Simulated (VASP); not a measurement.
# Cu (I4/mmm) in VASP: further runs

Cu is run at these levels: PBE; tasks: single point.

Program: VASP 6.6.1. These are calculated values, not measurements. Logs are shortened: lines on timing, memory, paths and dates and some standing lists are left out, and cuts for length are marked.

## 1. The cell of the first run

The structure is tetragonal, space group I4/mmm (No. 139). The conventional cell has a = 2.919 Å, b = 2.919 Å, c = 2.967 Å, α = 90.00°, β = 90.00°, γ = 90.00°. Within 3.4 Å of Cu (site symmetry 4/mmm) lie 14 Cu at 2.54 to 2.97 Å.

## 2. Single point, PBE (12.64 Å³/atom)

File INCAR:

```
PREC = Accurate
ENCUT = 520
EDIFF = 1E-6
ISMEAR = 0
SIGMA = 0.15
LREAL = False
LASPH = True
NELM = 80
ALGO = Fast
ISIF = 2
LWAVE = False
LCHARG = False
GGA = PE
NBANDS = 12
```

File KPOINTS:

```
Automatic mesh
0
Gamma
  24 24 24
```

File POSCAR:

```
Cu
1.0
   -1.4593386501      1.4593386501      1.4835636717
    1.4593386501     -1.4593386501      1.4835636717
    1.4593386501      1.4593386501     -1.4835636717
Cu
1
Direct
    0.0000000000      0.0000000000      0.0000000000
```

Potentials or basis: VASP PAW PBE potentials, release 64 (Cu).

Run with:

```bash
$ cat potpaw_PBE.64/Cu/POTCAR > POTCAR
$ mpirun -np 1 vasp_std > vasp.out
```

OUTCAR:

```text
PREC = Accurate
   ENCUT = 520
   EDIFF = 1E-6
   ISMEAR = 0
   LREAL = False
   LASPH = True
   NELM = 80
   ISIF = 2
   GGA = PE

 ion  position               nearest neighbor table
   1  0.000  0.000  0.000-

  LATTYP: Found a body centered tetragonal cell.
 ALAT       =     2.9186773002
 C/A-ratio  =     1.0166000000

  Lattice vectors:

 A1 = (  -1.4593386501,   1.4593386501,   1.4835636717)
 A2 = (   1.4593386501,  -1.4593386501,   1.4835636717)
 A3 = (   1.4593386501,   1.4593386501,  -1.4835636717)

Analysis of symmetry for initial positions (statically):
=====================================================================
 Subroutine PRICEL returns:
 Original cell was already a primitive cell.

 Routine SETGRP: Setting up the symmetry group for a
 body centered tetragonal supercell.

 Subroutine GETGRP returns: Found 16 space group operations
 (whereof 16 operations were pure point group operations)
 out of a pool of 16 trial point group operations.

The static configuration has the point symmetry D_4h.

Analysis of symmetry for dynamics (positions and initial velocities):
=====================================================================
 Subroutine PRICEL returns:
 Original cell was already a primitive cell.

 Routine SETGRP: Setting up the symmetry group for a
 body centered tetragonal supercell.

 Subroutine GETGRP returns: Found 16 space group operations
 (whereof 16 operations were pure point group operations)
 out of a pool of 16 trial point group operations.

The dynamic configuration has the point symmetry D_4h.

 Subroutine INISYM returns: Found 16 space group operations
 (whereof 16 operations are pure point group operations),
 and found     1 'primitive' translations

----------------------------------------------------------------------------------------

                                     Primitive cell

  volume of cell :      12.6380

  direct lattice vectors                    reciprocal lattice vectors
    -1.459338650  1.459338650  1.483563672     0.000000000  0.342620954  0.337026317
     1.459338650 -1.459338650  1.483563672     0.342620954  0.000000000  0.337026317
     1.459338650  1.459338650 -1.483563672     0.342620954  0.342620954  0.000000000

  length of vectors
     2.541711974  2.541711974  2.541711974     0.480599476  0.480599476  0.484539199

  position of ions in fractional coordinates (direct lattice)
     0.000000000  0.000000000  0.000000000

  ion indices of the primitive-cell ions
   primitive index   ion index
                 1           1

----------------------------------------------------------------------------------------

 KPOINTS: Automatic mesh

Automatic generation of k-mesh.
 Grid dimensions read from file:
 generate k-points for:   24   24   24

 Generating k-lattice:

  Cartesian coordinates                     Fractional coordinates (reciprocal lattice)
     0.000000000  0.014275873  0.014042763     0.041666667  0.000000000  0.000000000
     0.014275873  0.000000000  0.014042763     0.000000000  0.041666667  0.000000000
     0.014275873  0.014275873  0.000000000     0.000000000  0.000000000  0.041666667

  Length of vectors
     0.020024978  0.020024978  0.020189133

  Shift w.r.t. Gamma in fractional coordinates (k-lattice)
     0.000000000  0.000000000  0.000000000

 Subroutine IBZKPT returns following result:
 ===========================================

 Found   1063 irreducible k-points:

 Following reciprocal coordinates:
            Coordinates               Weight
  0.000000  0.000000  0.000000      1.000000
  0.041667  0.000000 -0.000000      8.000000
  0.083333  0.000000  0.000000      8.000000
  0.125000  0.000000  0.000000      8.000000
  0.166667  0.000000  0.000000      8.000000
  0.208333  0.000000 -0.000000      8.000000
[... 16 lines left out ...]
  0.416667  0.041667  0.000000     16.000000
  0.458333  0.041667  0.000000     16.000000
 [... further k-points ...]
   k-points           NKPTS =   1063   k-points in BZ     NKDIM =   1063   number of bands    NBANDS=     12
   number of dos      NEDOS =    301   number of ions     NIONS =      1
   total plane-waves  NPLWV =   8000
   dimension x,y,z NGX =    20 NGY =   20 NGZ =   20
   dimension x,y,z NGXF=    40 NGYF=   40 NGZF=   40
   ions per type =               1
   NGX,Y,Z   is equivalent  to a cutoff of  13.08, 13.08, 13.08 a.u.
   NGXF,Y,Z  is equivalent  to a cutoff of  26.16, 26.16, 26.16 a.u.
 SYSTEM =  unknown system
   PREC   = accura    normal or accurate (medium, high low for compatibility)
   ISTART =      0    job   : 0-new  1-cont  2-samecut
   ICHARG =      2    charge: 1-file 2-atom 10-const
   ISPIN  =      1    spin polarized calculation?
   LNONCOLLINEAR =      F non collinear calculations
   LSORBIT =      F    spin-orbit coupling
   LASPH  =      T    aspherical Exc in radial PAW
   ENCUT  =  520.0 eV  38.22 Ry    6.18 a.u.   4.73  4.73  4.73*2*pi/ulx,y,z
   NELM   =     80;   NELMIN=  2; NELMDL= -5     # of ELM steps
   EDIFF  = 0.1E-05   stopping-criterion for ELM
   LREAL  =      F    real-space projection
   EDIFFG = 0.1E-04   stopping-criterion for IOM
   NSW    =      0    number of steps for IOM
   IBRION =     -1    ionic relax: 0-MD 1-quasi-New 2-CG
   NFREE  =      0    steps in history (QN), initial steepest desc. (CG)
   ISIF   =      2    stress and relaxation
   ISYM   =      2    0-nonsym 1-usesym 2-fastsym
   POTIM  = 0.5000    time-step for ionic-motion
   TEBEG  =    0.0;   TEEND  =   0.0 temperature during run
   PSTRESS=    0.0 pullay stress
   NELECT =      11.0000    total number of electrons
   NUPDOWN=      -1.0000    fix difference up-down
   EMIN   =  10.00;   EMAX   =-10.00  energy-range for DOS
   EFERMI =   0.00;   METHOD = LEGACY
   ISMEAR =     0;   SIGMA  =   0.15  broadening in eV -4-tet -1-fermi 0-gaus
   EFERMI_NEDOS =   21; number of points for ismear=-14 and -15
   IALGO  =     68    algorithm
   IMIX   =      4    mixing-type and parameters
     AMIX     =   0.40;   BMIX     =  1.00
     AMIX_MAG =   1.60;   BMIX_MAG =  1.00
  volume/ion in A,a.u.               =      12.64        85.29
  Fermi-wavevector in a.u.,A,eV,Ry     =   1.563074  2.953782 33.241769  2.443201
  Thomas-Fermi vector in A             =   2.665899
   LORBIT       =      0    0 simple, 1 ext, 2 COOP (PROOUT), +10 PAW based schemes
   GGA     = PE    functional components
   LHFCALC =     F    Hartree Fock is set to
   AEXX    =    0.0000 exact exchange contribution
   IVDW    =     0    specifies the selected vdW correction
   LEPSILON=     F    determine dielectric tensor
   LRPA    =     F    only Hartree local field effects (RPA)
 non-spin polarized calculation
 RMM-DIIS sequential band-by-band and
 Gauss-broadening in eV      SIGMA  =   0.15
  energy-cutoff  :      520.00
  volume of cell :       12.64
 maximum number of plane-waves:       370
   NGX =  9   NGY =  9   NGZ =  9

 number of electron      11.0000014 magnetization

 Free energy of the ion-electron system (eV)
  ---------------------------------------------------
  ext. energy  EPLUGINS =         0.00000000
  ---------------------------------------------------
  free energy    TOTEN  =        -3.68280719 eV

  energy without entropy =       -3.67780170  energy(sigma->0) =       -3.68030444

 E-fermi :   6.7729     XC(G=0): -12.3390

 val. band max:        6.7715627883   @ k =   0.5000   0.1667   0.0833
 cond. band min:       6.7799656323   @ k =   0.5000   0.2500   0.0833
 fundamental gap:      0.0084028439
 Fermi energy:         6.7729141612

 k-point     1 :       0.0000    0.0000    0.0000
  band No.  band energies     occupation
      1      -2.0665      2.00000
      2       3.8589      2.00000
      3       3.8589      2.00000
      4       3.9143      2.00000
      5       4.7617      2.00000
      6       4.8194      2.00000
      7      30.9560      0.00000
      8      31.2726      0.00000
      9      31.2726      0.00000
     10      33.4276      0.00000
     11      33.8218      0.00000
     12      33.8551      0.00000

 k-point     2 :       0.0417    0.0000   -0.0000
  band No.  band energies     occupation
      1      -2.0029      2.00000
      2       3.8589      2.00000
      3       3.8606      2.00000
      4       3.9247      2.00000
      5       4.7534      2.00000
      6       4.8170      2.00000
      7      30.2032      0.00000
      8      30.9703      0.00000
      9      31.0664      0.00000
     10      32.7663      0.00000
     11      32.9573      0.00000
     12      33.0782      0.00000

 k-point     3 :       0.0833    0.0000    0.0000
  band No.  band energies     occupation
      1      -1.8134      2.00000
      2       3.8387      2.00000
      3       3.8576      2.00000
      4       3.9827      2.00000
      5       4.7280      2.00000
      6       4.8136      2.00000
      7      28.2779      0.00000
      8      30.3165      0.00000
      9      30.5770      0.00000
     10      31.6584      0.00000
     11      32.1910      0.00000
     12      32.6250      0.00000
[... 286 lines left out ...]
 k-point    23 :       0.4167    0.0417    0.0000
  band No.  band energies     occupation
      1       2.0777      2.00000
      2       3.2905      2.00000
      3       4.7061      2.00000
      4       4.8019      2.00000
      5       5.1892      2.00000
      6       5.9134      2.00000
      7      11.8021      0.00000
      8      23.1534      0.00000
      9      23.9180      0.00000
     10      28.0184      0.00000
     11      30.5039      0.00000
     12      38.7077      0.00000

 k-point    24 :       0.4583    0.0417    0.0000
  band No.  band energies     occupation
      1       2.1373      2.00000
      2       3.2703      2.00000
      3       4.7230      2.00000
      4       4.8290      2.00000
      5       5.3095      2.00000
      6       6.4435      1.99810
      7      10.8692      0.00000
      8      23.0062      0.00000
      9      23.7454      0.00000
     10      27.9464      0.00000
     11      30.4676      0.00000
     12      38.8544      0.00000

 [... further k-points ...]
[... 5 lines left out ...]
  --------------------------------------------------------------------------------------
  -------------------------------------------------------------------------------------
  Total       -0.4622575     -0.4622575     -0.4436402      0.0000000      0.0000000      0.0000000
  in kB      -58.6025047    -58.6025047    -56.2423030      0.0000000      0.0000000      0.0000000
  external PRESSURE =     -57.8157708 kB  Pullay stress =       0.0000000 kB

 VOLUME and BASIS-vectors are now :
 -----------------------------------------------------------------------------
  energy-cutoff  :      520.00
  volume of cell :       12.64
      direct lattice vectors                 reciprocal lattice vectors
    -1.459338650  1.459338650  1.483563672     0.000000000  0.342620954  0.337026317
     1.459338650 -1.459338650  1.483563672     0.342620954  0.000000000  0.337026317
     1.459338650  1.459338650 -1.483563672     0.342620954  0.342620954  0.000000000

 POSITION                                       TOTAL-FORCE (eV/Angst)
 -----------------------------------------------------------------------------------
      0.00000      0.00000      0.00000         0.000000     -0.000000      0.000000
 -----------------------------------------------------------------------------------
    total drift:                                0.000000     -0.000000      0.000000

  FREE ENERGIE OF THE ION-ELECTRON SYSTEM (eV)
  ---------------------------------------------------
  free  energy   TOTEN  =        -3.6828071882 eV

  energy  without entropy=       -3.6778016964  energy(sigma->0) =       -3.68030444
```

Wall time 2.5 min (1 thread of Intel Xeon Platinum 8488C (Sapphire Rapids), shared host); peak memory 0.27 GiB.

What came out:

```
Free energy            : -3.6828 eV
Pressure               : -5.8 GPa
Band gap on the k mesh : zero (an odd number of electrons rules out a gap without spin polarisation)
```

Caveat: the cell stands under tension.

## 3. Single point, PBE (12.64 Å³/atom)

File INCAR:

```
PREC = Accurate ; ENCUT = 520
EDIFF = 1E-6 ; ISMEAR = 0
SIGMA = 0.15 ; LREAL = F
LASPH = T ; NELM = 80
ALGO = Fast ; ISIF = 2
LWAVE = F ; LCHARG = T
GGA = PE ; LELF = T
LVHAR = T ; NBANDS = 12
```

File KPOINTS:

```
regular mesh
0
Gamma
  24 24 24
```

File POSCAR:

```
Cu
1.0
   -1.4989898902      1.4989898902      1.4061153592
    1.4989898902     -1.4989898902      1.4061153592
    1.4989898902      1.4989898902     -1.4061153592
Cu
1
Direct
    0.0000000000      0.0000000000      0.0000000000
```

Potentials or basis: VASP PAW PBE potentials, release 64 (Cu).

Run with:

```bash
$ cat potpaw_PBE.64/Cu/POTCAR > POTCAR
$ mpirun -np 1 vasp_std > vasp.out
```

OUTCAR:

```text
PREC = Accurate
   ENCUT = 520
   EDIFF = 1E-6
   ISMEAR = 0
   LREAL = F
   LASPH = T
   NELM = 80
   ISIF = 2
   GGA = PE

 ion  position               nearest neighbor table
   1  0.000  0.000  0.000-

  LATTYP: Found a body centered tetragonal cell.
 ALAT       =     2.9979797804
 C/A-ratio  =     0.9380419230

  Lattice vectors:

 A1 = (  -1.4989898902,   1.4989898902,   1.4061153592)
 A2 = (   1.4989898902,  -1.4989898902,   1.4061153592)
[... 540 lines left out ...]
     12      38.5243      0.00000

 [... further k-points ...]

------------------------ aborting loop because EDIFF is reached ----------------------------------------

  FORCE on cell =-STRESS in cart. coord.  units (eV):
  Direction    XX          YY          ZZ          XY          YZ          ZX
  --------------------------------------------------------------------------------------
  -------------------------------------------------------------------------------------
  Total       -0.4359120     -0.4359120     -0.4556269      0.0000000     -0.0000000     -0.0000000
  in kB      -55.2625651    -55.2625651    -57.7619144      0.0000000     -0.0000000     -0.0000000
  external PRESSURE =     -56.0956815 kB  Pullay stress =       0.0000000 kB

 VOLUME and BASIS-vectors are now :
 -----------------------------------------------------------------------------
  energy-cutoff  :      520.00
  volume of cell :       12.64
      direct lattice vectors                 reciprocal lattice vectors
    -1.498989890  1.498989890  1.406115359     0.000000000  0.333557953  0.355589601
     1.498989890 -1.498989890  1.406115359     0.333557953  0.000000000  0.355589601
     1.498989890  1.498989890 -1.406115359     0.333557953  0.333557953  0.000000000

 POSITION                                       TOTAL-FORCE (eV/Angst)
 -----------------------------------------------------------------------------------
      0.00000      0.00000      0.00000        -0.000000      0.000000      0.000000
 -----------------------------------------------------------------------------------
    total drift:                                0.000000     -0.000000      0.000000

  FREE ENERGIE OF THE ION-ELECTRON SYSTEM (eV)
  ---------------------------------------------------
  free  energy   TOTEN  =        -3.6834950009 eV

  energy  without entropy=       -3.6789264895  energy(sigma->0) =       -3.68121075
```

OSZICAR:

```text
N       E                     dE             d eps       ncg     rms          rms(c)
DAV:   1     0.437182403401E+02    0.43718E+02   -0.53523E+03 27856   0.150E+03
DAV:   2    -0.314422973679E+01   -0.46862E+02   -0.43300E+02 26376   0.203E+02
DAV:   3    -0.454085777794E+01   -0.13966E+01   -0.13859E+01 29572   0.403E+01
DAV:   4    -0.454984331078E+01   -0.89855E-02   -0.89843E-02 28816   0.289E+00
DAV:   5    -0.454993470063E+01   -0.91390E-04   -0.91389E-04 29728   0.295E-01    0.749E+00
RMM:   6    -0.407417138613E+01    0.47576E+00   -0.33085E+00 31883   0.337E+01    0.468E+00
RMM:   7    -0.369442118300E+01    0.37975E+00   -0.52196E-01 31545   0.132E+01    0.944E-01
RMM:   8    -0.368485329563E+01    0.95679E-02   -0.10661E-02 32600   0.114E+00    0.284E-01
RMM:   9    -0.368343440408E+01    0.14189E-02   -0.28878E-03 33519   0.100E+00    0.279E-02
RMM:  10    -0.368348240558E+01   -0.48001E-04   -0.46180E-04 34147   0.294E-01    0.124E-02
RMM:  11    -0.368349331169E+01   -0.10906E-04   -0.82061E-05 35094   0.975E-02    0.979E-03
RMM:  12    -0.368349486634E+01   -0.15546E-05   -0.95852E-06 33012   0.386E-02    0.422E-03
RMM:  13    -0.368349500094E+01   -0.13461E-06   -0.24279E-06 23836   0.163E-02
   1 F= -.36834950E+01 E0= -.36812107E+01  d E =-.456851E-02
```

stdout:

```text
POSCAR found type information on POSCAR Cu
 POSCAR found :  1 types and       1 ions
 scaLAPACK will be used
 LDA part: xc-table for (Slater+PW92), standard interpolation
 POSCAR, INCAR and KPOINTS ok, starting setup
 FFT: planning ... GRIDC
 FFT: planning ... GRID_SOFT
 FFT: planning ... GRID
 WAVECAR not read
 entering main loop
WARNING in EDDRMM: call to ZHEGV failed, returncode =   6  3     10
WARNING in EDDRMM: call to ZHEGV failed, returncode =   8  4     11
WARNING in EDDRMM: call to ZHEGV failed, returncode =   6  3      9
```

Wall time 2.9 min (1 thread of Intel Xeon Platinum 8488C (Sapphire Rapids), shared host); peak memory 0.26 GiB.

What came out:

| Quantity | Value |
| --- | --- |
| Free energy | -3.6835 eV |
| Pressure | -5.6 GPa |
| Band gap on the k mesh | zero (an odd number of electrons rules out a gap without spin polarisation) |

Stress tensor (GPa, compression positive):
```
-5.53  0.00  0.00
 0.00 -5.53  0.00
 0.00  0.00 -5.78
```

Caveat: the cell stands under tension.
